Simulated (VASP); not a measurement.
# Co: electric field gradients with PBEsol

The system is Co.

```xyz
2
Lattice="2.4680 0.0000 0.0000 -1.2340 2.1374 0.0000 0.0000 0.0000 4.0082" Properties=species:S:1:pos:R:3 pbc="T T T"
Co    0.0000    1.4249    1.0020
Co    1.2340    0.7125    3.0061
```

```json
{
 "Program": "VASP 6.6.1",
 "Task": "electric field gradients",
 "Functional": "PBEsol",
 "Potentials or basis": "VASP PAW PBE potentials, release 64 (Co)",
 "Cutoff": "520 eV",
 "k mesh": "19 × 19 × 10",
 "Occupations": "fermi-dirac, width 0.05 eV",
 "Spin": "collinear spin, ferromagnetic start",
 "Starting moments": "[2.0, 2.0] μB",
 "Dipole correction": "no",
 "Further INCAR settings": "ALGO = Normal; EDIFF = 1e-08; NBANDS = 20"
}
```

```
Pressure                                              : -5.3 GPa
Net moment                                            : 3.16 μB per cell
Site moments                                          : Co +1.59 μB
Largest electric field gradient by atom               : Co -2.8 V/Å²
Valence electrons inside the program's atomic spheres : Co 8.32
```

Stress tensor (GPa, compression positive):
```
-4.75  0.00  0.00
 0.00 -4.75  0.00
 0.00  0.00 -6.48
```

Levels at points of the mesh, in eV from the Fermi level:
Spin up:
```tsv
k point	band 9	band 10	band 11	band 12	band 13	band 14
(0.00, 0.00, 0.00)	-1.89	-0.76	-0.76	-0.20	6.51	22.20
(0.00, 0.00, 0.50)	-1.08	-1.08	-1.08	-1.08	15.17	15.17
```
Spin down:
| k point | band 5 | band 6 | band 7 | band 8 | band 9 | band 10 |
| --- | --- | --- | --- | --- | --- | --- |
| (0.00, 0.00, 0.00) | -1.01 | -0.64 | -0.64 | -0.18 | -0.17 | -0.17 |
| (0.00, 0.00, 0.50) | -1.07 | -1.07 | -1.07 | -1.07 | 0.72 | 0.72 |

Electric field gradients, principal values (V/Å²):
```tsv
atom	least	middle	greatest (by size)
1 Co	1.382	1.384	-2.766
2 Co	1.382	1.384	-2.766
```

It took 2.4 min on 1 thread of AMD EPYC 9R14 (Zen 4) (shared host), peak memory 0.21 GiB.

Caveat: the cell stands under tension; without QUAD_EFG the Cq values of the log hold for a quadrupole moment of 1 mb, not for the nuclei; the PAW data sets were made with another functional, which shifts forces and pressure a little.
